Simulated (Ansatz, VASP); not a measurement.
# One calculation of ZrBrF2, two programs

```
Zr Br F
1.0
     3.61918    0.00000    0.00000
     0.00000    3.61918    0.00000
     0.00000    0.00000    5.10842
Zr Br F
1 1 2
Direct
  0.00000 0.00000 0.00000
  0.50000 0.50000 0.50000
  0.00000 0.00000 0.50000
  0.50000 0.50000 0.00000
```

Change from the starting cell: species swapped into the SmEuS2 type (P4/mmm, No. 123).

Alike in both runs: task single point; functional PBE; k mesh 6 × 6 × 4; occupations gaussian, width 0.1 eV; no spin polarisation.

|  | VASP | Ansatz |
| --- | --- | --- |
| version | VASP 6.6.1 | Ansatz 0.2.0 |
| potentials or method | VASP PAW PBE potentials, release 64 (Zr_sv, Br, F), cutoff 520 eV | scalar-relativistic, plane waves, PAW |
| valence electrons in the cell | 33 | 33 |

Ansatz gave:

* gap on the k mesh at the Fermi level (eV): none
* pressure (GPa): -1.8
* traceless stress, the component that is largest in VASP (GPa): -8.64

Question: Estimate VASP's values.

Answer: gap on the k mesh at the Fermi level (eV): none; pressure (GPa): -2.0; traceless stress, the component that is largest in VASP (GPa): -8.58.

A gap of «none» marks a metal or a gap that the smearing closes.
